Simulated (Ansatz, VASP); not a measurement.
**Two plane-wave programs on Ni**

```
Ni
1.0
     0.00000    1.73798    1.73798
     1.73798    0.00000    1.73798
     1.73798    1.73798    0.00000
Ni
1
Direct
  0.00000 0.00000 0.00000
```

Change from the starting cell: volume scaled by 0.95, PAW files.

Alike in both runs: task electric field gradients; functional LDA; k mesh 20 × 20 × 20; occupations fermi-dirac, width 0.05 eV; collinear spin.

|  | VASP | Ansatz |
| --- | --- | --- |
| version | VASP 6.6.1 | Ansatz 0.2.0 |
| potentials or method | VASP PAW LDA potentials, release 64 (Ni) | PAW with Ansatz's default frozen-core files, scalar-relativistic |
| plane-wave cutoff (eV) | 520 | 420 |
| valence electrons in the cell | 10 | 18 |

```tsv
	VASP	Ansatz	Ansatz less VASP
pressure (GPa)	-10.3	-10.3	-0.02
net moment per atom (μB)	0.60	0.62	+0.015
size of the moment on the site where the two differ most (μB)	0.61	0.65	+0.040
```

LDA's correlation is that of Perdew and Zunger in VASP and of Perdew and Wang (1992) in Ansatz. Site moments also hang on the region over which each program counts them. VASP's potentials hold 10 valence electrons a cell and Ansatz's 18, so a difference there can come from the potentials and not from the codes.
